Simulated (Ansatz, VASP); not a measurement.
One calculation of InAs, two programs

The input POSCAR:

```
InAs
1.0
    0.0000000000      3.0545904655      3.0545904655
    3.0545904655      0.0000000000      3.0545904655
    3.0545904655      3.0545904655      0.0000000000
In As
1 1
Direct
    0.0000000000      0.0000000000      0.0000000000
    0.2500000000      0.2500000000      0.2500000000
```

Contents of INCAR.step1:

```
SYSTEM = InAs
PREC     = Accurate       ! precision mode
ENCUT    = 520            ! plane-wave cutoff, eV
EDIFF    = 1E-5           ! SCF threshold, eV
ISMEAR   = -1             ! smearing method
SIGMA    = 0.02           ! smearing width, eV
LREAL    = .False.        ! projectors in reciprocal space
LASPH    = .True.         ! aspherical terms in the spheres
NELM     = 60             ! most SCF steps
ALGO     = Normal         ! electronic algorithm
ISIF     = 2              ! what is computed and relaxed
LWAVE    = .True.         ! write WAVECAR
NBANDS   = 16             ! bands
GGA      = PE             ! functional
```

Contents of INCAR.step2:

```
SYSTEM = InAs
PREC     = Accurate       ! precision mode
ENCUT    = 520            ! plane-wave cutoff, eV
EDIFF    = 1E-7           ! SCF threshold, eV
ISMEAR   = -1             ! smearing method
SIGMA    = 0.02           ! smearing width, eV
LREAL    = .False.        ! projectors in reciprocal space
LASPH    = .True.         ! aspherical terms in the spheres
NELM     = 60             ! most SCF steps
ALGO     = Normal         ! electronic algorithm
ISIF     = 2              ! what is computed and relaxed
LWAVE    = .False.        ! write WAVECAR
LCHARG   = .True.         ! write CHGCAR
GGA      = PE             ! functional
LHFCALC  = .True.         ! exact exchange
HFSCREEN = 0.2079         ! screening, 1/A
PRECFOCK = Normal       
LELF     = .True.         ! ELF
LVHAR    = .True.       
NBANDS   = 16             ! bands
ISTART   = 1
```

Contents of KPOINTS:

```
Automatic mesh
0
Gamma
  6 6 6
  0 0 0
```

Input for Ansatz:

```yaml
crystal:
  lattice:
    - [0.0, 3.0545904655, 3.0545904655]
    - [3.0545904655, 0.0, 3.0545904655]
    - [3.0545904655, 3.0545904655, 0.0]
  atoms:
    - { symbol: In, position: [0.0, 0.0, 0.0] }
    - { symbol: As, position: [0.25, 0.25, 0.25] }
kpoints:
  mp_grid: { grid: [6, 6, 6] }
  band_path:
    path:
      - [0.0, 0.0, 0.0]
      - [-0.5, -0.5, 0.0]
      - [-0.375, -0.375, 0.25]
      - [-0.375, 0.0, 0.375]
      - [0.0, 0.0, 0.5]
      - [-0.5, -0.25, 0.25]
    npoints: 1
hamiltonian:
  xc: hse06
scf:
  occupations: { method: fermi_dirac, width: 0.02 }
  n_extra_bands: 4
output:
  forces: true
  stress: true
  eigenvalues: true
```

Alike in both runs: task single point; functional HSE06; k mesh 6 × 6 × 6; occupations fermi-dirac, width 0.02 eV; no spin polarisation.

```csv
,VASP,Ansatz
version,VASP 6.6.1,Ansatz 0.2.0
potentials or method,"VASP PAW PBE potentials, release 64 (In_d, As)","plane waves, PAW"
plane-wave cutoff (eV),520,420
valence electrons in the cell,18,28
```

|  | VASP | Ansatz | Ansatz less VASP |
| --- | --- | --- | --- |
| pressure (GPa) | -0.2 | 0.0 | +0.16 |

VASP's potentials hold 18 valence electrons a cell and Ansatz's 28, so a difference there can come from the potentials and not from the codes. Ansatz's warnings: stress exchange threshold loose, stress scf threshold loose.
